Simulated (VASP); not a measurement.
# CdF2 (Fm-3m) in VASP: further runs

CdF2 is run at these levels: PBE; tasks: single point, relaxation of cell and atoms.

All numbers are computed with VASP 6.6.1; they aren't measurements. Logs are shortened: lines on timing, memory, paths and dates and some standing lists are left out, and cuts for length are marked.

## 1. The cell of the first run

The structure is cubic, space group Fm-3m (No. 225). The conventional cell has a = 5.266 Å, b = 5.266 Å, c = 5.266 Å, α = 90.00°, β = 90.00°, γ = 90.00°. Cd (site symmetry m-3m) has 8 F at 2.28 Å within 3.0 Å. F (site symmetry -43m) has 4 Cd at 2.28 Å and 6 F at 2.63 Å within 3.0 Å.

## 2. Single point, PBE

File INCAR:

```
PREC     = Accurate       # precision mode
ENCUT    = 600            # plane-wave cutoff, eV
EDIFF    = 1E-6           # SCF threshold, eV
ISMEAR   = 0              # smearing method
SIGMA    = 0.02           # smearing width, eV
LREAL    = False          # projectors in reciprocal space
LASPH    = True           # aspherical terms in the spheres
NELM     = 120            # most SCF steps
ALGO     = Normal         # electronic algorithm
ISIF     = 2              # what is computed and relaxed
LWAVE    = False          # write WAVECAR
LCHARG   = False          # write CHGCAR
GGA      = PE             # functional
NBANDS   = 24             # bands
GGA_COMPAT= False
```

File KPOINTS:

```
regular mesh
0
Gamma
  8 8 8
```

File POSCAR:

```
CdF2
1.0
    0.0000000000      2.6327985599      2.6327985599
    2.6327985599      0.0000000000      2.6327985599
    2.6327985599      2.6327985599      0.0000000000
Cd F
1 2
Direct
    0.0000000000      0.0000000000      0.0000000000
    0.2500000000      0.2500000000      0.2500000000
    0.7500000000      0.7500000000      0.7500000000
```

Potentials or basis: VASP PAW PBE potentials, release 64 (Cd_sv_GW, F).

Launch:

```
$ cat potpaw_PBE.64/Cd_sv_GW/POTCAR potpaw_PBE.64/F/POTCAR > POTCAR
$ mpirun -np 1 vasp_std > vasp.out
```

OUTCAR:

```text
PREC = Accurate
   ENCUT = 600
   EDIFF = 1E-6
   ISMEAR = 0
   LREAL = False
   LASPH = True
   NELM = 120
   ISIF = 2
   GGA = PE

 ion  position               nearest neighbor table
   1  0.000  0.000  0.000-   2 2.28   3 2.28   3 2.28   3 2.28   3 2.28   2 2.28   2 2.28   2 2.28

   2  0.250  0.250  0.250-   1 2.28   1 2.28   1 2.28   1 2.28
   3  0.750  0.750  0.750-   1 2.28   1 2.28   1 2.28   1 2.28

  LATTYP: Found a face centered cubic cell.
 ALAT       =     5.2655971198

  Lattice vectors:

 A1 = (   0.0000000000,   2.6327985599,   2.6327985599)
 A2 = (   2.6327985599,   0.0000000000,   2.6327985599)
 A3 = (   2.6327985599,   2.6327985599,   0.0000000000)

Analysis of symmetry for initial positions (statically):
=====================================================================
 Subroutine PRICEL returns:
 Original cell was already a primitive cell.

 Routine SETGRP: Setting up the symmetry group for a
 face centered cubic supercell.

 Subroutine GETGRP returns: Found 48 space group operations
 (whereof 48 operations were pure point group operations)
 out of a pool of 48 trial point group operations.

The static configuration has the point symmetry O_h .

Analysis of symmetry for dynamics (positions and initial velocities):
=====================================================================
 Subroutine PRICEL returns:
 Original cell was already a primitive cell.

 Routine SETGRP: Setting up the symmetry group for a
 face centered cubic supercell.

 Subroutine GETGRP returns: Found 48 space group operations
 (whereof 48 operations were pure point group operations)
 out of a pool of 48 trial point group operations.

The dynamic configuration has the point symmetry O_h .

 Subroutine INISYM returns: Found 48 space group operations
 (whereof 48 operations are pure point group operations),
 and found     1 'primitive' translations

----------------------------------------------------------------------------------------

                                     Primitive cell

  volume of cell :      36.4992

  direct lattice vectors                    reciprocal lattice vectors
     0.000000000  2.632798560  2.632798560    -0.189911985  0.189911985  0.189911985
     2.632798560  0.000000000  2.632798560     0.189911985 -0.189911985  0.189911985
     2.632798560  2.632798560  0.000000000     0.189911985  0.189911985 -0.189911985

  length of vectors
     3.723339430  3.723339430  3.723339430     0.328937207  0.328937207  0.328937207

  position of ions in fractional coordinates (direct lattice)
     0.000000000  0.000000000  0.000000000
     0.250000000  0.250000000  0.250000000
     0.750000000  0.750000000  0.750000000

  ion indices of the primitive-cell ions
   primitive index   ion index
                 1           1
                 2           2
                 3           3

----------------------------------------------------------------------------------------

 KPOINTS: regular mesh

Automatic generation of k-mesh.
 Grid dimensions read from file:
 generate k-points for:    8    8    8

 Generating k-lattice:

  Cartesian coordinates                     Fractional coordinates (reciprocal lattice)
    -0.023738998  0.023738998  0.023738998     0.125000000  0.000000000  0.000000000
     0.023738998 -0.023738998  0.023738998     0.000000000  0.125000000  0.000000000
     0.023738998  0.023738998 -0.023738998     0.000000000  0.000000000  0.125000000

  Length of vectors
     0.041117151  0.041117151  0.041117151

  Shift w.r.t. Gamma in fractional coordinates (k-lattice)
     0.000000000  0.000000000  0.000000000

 Subroutine IBZKPT returns following result:
 ===========================================

 Found     29 irreducible k-points:

 Following reciprocal coordinates:
            Coordinates               Weight
  0.000000  0.000000  0.000000      1.000000
  0.125000  0.000000  0.000000      8.000000
  0.250000  0.000000  0.000000      8.000000
  0.375000  0.000000  0.000000      8.000000
  0.500000  0.000000  0.000000      4.000000
  0.125000  0.125000  0.000000      6.000000
[... 16 lines left out ...]
  0.500000  0.250000  0.125000     48.000000
 -0.375000  0.250000  0.125000     24.000000
 [... further k-points ...]
   k-points           NKPTS =     29   k-points in BZ     NKDIM =     29   number of bands    NBANDS=     24
   number of dos      NEDOS =    301   number of ions     NIONS =      3
   total plane-waves  NPLWV =  27000
   dimension x,y,z NGX =    30 NGY =   30 NGZ =   30
   dimension x,y,z NGXF=    60 NGYF=   60 NGZF=   60
   ions per type =               1   2
   NGX,Y,Z   is equivalent  to a cutoff of  13.39, 13.39, 13.39 a.u.
   NGXF,Y,Z  is equivalent  to a cutoff of  26.79, 26.79, 26.79 a.u.
 SYSTEM =  unknown system
   PREC   = accura    normal or accurate (medium, high low for compatibility)
   ISTART =      0    job   : 0-new  1-cont  2-samecut
   ICHARG =      2    charge: 1-file 2-atom 10-const
   ISPIN  =      1    spin polarized calculation?
   LNONCOLLINEAR =      F non collinear calculations
   LSORBIT =      F    spin-orbit coupling
   LASPH  =      T    aspherical Exc in radial PAW
   ENCUT  =  600.0 eV  44.10 Ry    6.64 a.u.   7.44  7.44  7.44*2*pi/ulx,y,z
   NELM   =    120;   NELMIN=  2; NELMDL= -5     # of ELM steps
   EDIFF  = 0.1E-05   stopping-criterion for ELM
   LREAL  =      F    real-space projection
   EDIFFG = 0.1E-04   stopping-criterion for IOM
   NSW    =      0    number of steps for IOM
   IBRION =     -1    ionic relax: 0-MD 1-quasi-New 2-CG
   NFREE  =      0    steps in history (QN), initial steepest desc. (CG)
   ISIF   =      2    stress and relaxation
   ISYM   =      2    0-nonsym 1-usesym 2-fastsym
   POTIM  = 0.5000    time-step for ionic-motion
   TEBEG  =    0.0;   TEEND  =   0.0 temperature during run
   PSTRESS=    0.0 pullay stress
   NELECT =      34.0000    total number of electrons
   NUPDOWN=      -1.0000    fix difference up-down
   EMIN   =  10.00;   EMAX   =-10.00  energy-range for DOS
   EFERMI =   0.00;   METHOD = LEGACY
   ISMEAR =     0;   SIGMA  =   0.02  broadening in eV -4-tet -1-fermi 0-gaus
   EFERMI_NEDOS =   21; number of points for ismear=-14 and -15
   IALGO  =     38    algorithm
   IMIX   =      4    mixing-type and parameters
     AMIX     =   0.40;   BMIX     =  1.00
     AMIX_MAG =   1.60;   BMIX_MAG =  1.00
  volume/ion in A,a.u.               =      12.17        82.10
  Fermi-wavevector in a.u.,A,eV,Ry     =   1.598847  3.021382 34.780722  2.556311
  Thomas-Fermi vector in A             =   2.696232
   LORBIT       =      0    0 simple, 1 ext, 2 COOP (PROOUT), +10 PAW based schemes
   GGA     = PE    functional components
   LHFCALC =     F    Hartree Fock is set to
   AEXX    =    0.0000 exact exchange contribution
   IVDW    =     0    specifies the selected vdW correction
   LEPSILON=     F    determine dielectric tensor
   LRPA    =     F    only Hartree local field effects (RPA)
 non-spin polarized calculation
 Gauss-broadening in eV      SIGMA  =   0.02
  energy-cutoff  :      600.00
  volume of cell :       36.50
 maximum number of plane-waves:      1243
 NGX is ok and might be reduce to    30
   NGX = 15   NGY = 15   NGZ = 15

 number of electron      34.0000015 magnetization

 Free energy of the ion-electron system (eV)
  ---------------------------------------------------
  ext. energy  EPLUGINS =         0.00000000
  ---------------------------------------------------
  free energy    TOTEN  =       -10.81227372 eV

  energy without entropy =      -10.81227372  energy(sigma->0) =      -10.81227372

 E-fermi :   1.5322     XC(G=0): -10.9449

 val. band max:        1.3332846412   @ k =  -0.2500   0.5000   0.2500
 cond. band min:       4.6703357065   @ k =   0.0000   0.0000   0.0000
 fundamental gap:      3.3370510653
 Fermi energy:         1.5321673752

 k-point     1 :       0.0000    0.0000    0.0000
  band No.  band energies     occupation
      1     -96.9727      2.00000
      2     -58.0797      2.00000
      3     -58.0797      2.00000
      4     -58.0797      2.00000
      5     -19.8812      2.00000
      6     -18.5763      2.00000
[... 16 lines left out ...]
     23      21.7321      0.00000
     24      21.7321      0.00000

 k-point     2 :       0.1250    0.0000    0.0000
  band No.  band energies     occupation
      1     -96.9727      2.00000
      2     -58.0799      2.00000
      3     -58.0797      2.00000
      4     -58.0797      2.00000
      5     -19.8222      2.00000
      6     -18.6294      2.00000
[... 16 lines left out ...]
     23      21.3302      0.00000
     24      21.3302      0.00000

 k-point     3 :       0.2500    0.0000    0.0000
  band No.  band energies     occupation
      1     -96.9727      2.00000
      2     -58.0814      2.00000
      3     -58.0798      2.00000
      4     -58.0798      2.00000
      5     -19.6622      2.00000
      6     -18.7722      2.00000
[... 16 lines left out ...]
     23      20.6595      0.00000
     24      21.6472      0.00000

 k-point     4 :       0.3750    0.0000    0.0000
  band No.  band energies     occupation
      1     -96.9726      2.00000
      2     -58.0826      2.00000
      3     -58.0800      2.00000
      4     -58.0800      2.00000
      5     -19.4439      2.00000
      6     -18.9690      2.00000
[... 16 lines left out ...]
     23      20.1831      0.00000
     24      21.0035      0.00000

 k-point     5 :       0.5000    0.0000    0.0000
  band No.  band energies     occupation
      1     -96.9726      2.00000
      2     -58.0831      2.00000
      3     -58.0800      2.00000
      4     -58.0800      2.00000
      5     -19.2499      2.00000
      6     -19.1528      2.00000
[... 451 lines left out ...]
 k-point    22 :       0.3750    0.2500    0.1250
  band No.  band energies     occupation
      1     -96.9726      2.00000
      2     -58.0818      2.00000
      3     -58.0805      2.00000
      4     -58.0800      2.00000
      5     -19.5496      2.00000
      6     -18.8614      2.00000
[... 16 lines left out ...]
     23      21.2214      0.00000
     24      23.8676      0.00000

 k-point    23 :       0.5000    0.2500    0.1250
  band No.  band energies     occupation
      1     -96.9726      2.00000
      2     -58.0824      2.00000
      3     -58.0810      2.00000
      4     -58.0803      2.00000
      5     -19.3733      2.00000
      6     -19.0124      2.00000
[... 16 lines left out ...]
     23      20.7113      0.00000
     24      23.6370      0.00000

 k-point    24 :      -0.3750    0.2500    0.1250
  band No.  band energies     occupation
      1     -96.9726      2.00000
      2     -58.0826      2.00000
      3     -58.0811      2.00000
      4     -58.0804      2.00000
      5     -19.2115      2.00000
      6     -19.1628      2.00000
[... 16 lines left out ...]
     23      20.5123      0.00000
     24      23.7241      0.00000

 [... further k-points ...]
[... 5 lines left out ...]
  --------------------------------------------------------------------------------------
  -------------------------------------------------------------------------------------
  Total        3.2412178      3.2412178      3.2412178     -0.0000000      0.0000000      0.0000000
  in kB      142.2773948    142.2773948    142.2773948     -0.0000000      0.0000000      0.0000000
  external PRESSURE =     142.2773948 kB  Pullay stress =       0.0000000 kB

 VOLUME and BASIS-vectors are now :
 -----------------------------------------------------------------------------
  energy-cutoff  :      600.00
  volume of cell :       36.50
      direct lattice vectors                 reciprocal lattice vectors
     0.000000000  2.632798560  2.632798560    -0.189911985  0.189911985  0.189911985
     2.632798560  0.000000000  2.632798560     0.189911985 -0.189911985  0.189911985
     2.632798560  2.632798560  0.000000000     0.189911985  0.189911985 -0.189911985

 POSITION                                       TOTAL-FORCE (eV/Angst)
 -----------------------------------------------------------------------------------
      0.00000      0.00000      0.00000         0.000000     -0.000000      0.000000
      1.31640      1.31640      1.31640        -0.000000     -0.000000     -0.000000
      3.94920      3.94920      3.94920         0.000000      0.000000      0.000000
 -----------------------------------------------------------------------------------
    total drift:                                0.000000     -0.000000     -0.000000

  FREE ENERGIE OF THE ION-ELECTRON SYSTEM (eV)
  ---------------------------------------------------
  free  energy   TOTEN  =       -10.8122737197 eV

  energy  without entropy=      -10.8122737197  energy(sigma->0) =      -10.81227372
```

Run time: 28 s. Hardware: 1 thread of Intel Xeon Platinum 8488C (Sapphire Rapids), shared host; peak memory 0.2 GiB.

Results:

- Free energy: -10.8123 eV
- Pressure: 14.2 GPa
- Band gap on the k mesh: 3.34 eV, indirect (least direct gap 3.74 eV)

Levels at points of the mesh, in eV from the valence-band top:
| k point | band 13 | band 14 | band 15 | band 16 | band 17 | band 18 | band 19 | band 20 | band 21 | band 22 |
| --- | --- | --- | --- | --- | --- | --- | --- | --- | --- | --- |
| (0.00, 0.00, 0.00) | -1.17 | -1.17 | -0.41 | -0.41 | -0.41 | 3.34 | 13.02 | 13.02 | 13.02 | 18.29 |
| (0.50, 0.00, 0.00) | -2.60 | -2.12 | -2.12 | -0.34 | -0.34 | 7.72 | 9.37 | 15.13 | 15.13 | 18.68 |
| (0.50, 0.50, 0.00) | -3.34 | -3.16 | -0.66 | -0.10 | -0.10 | 8.59 | 10.06 | 12.07 | 14.91 | 14.91 |

A k mesh can miss the band edges. Expect the measured gap to be larger: semilocal functionals such as PBE lack the derivative discontinuity.

(Part 1 of 2 ends here.)
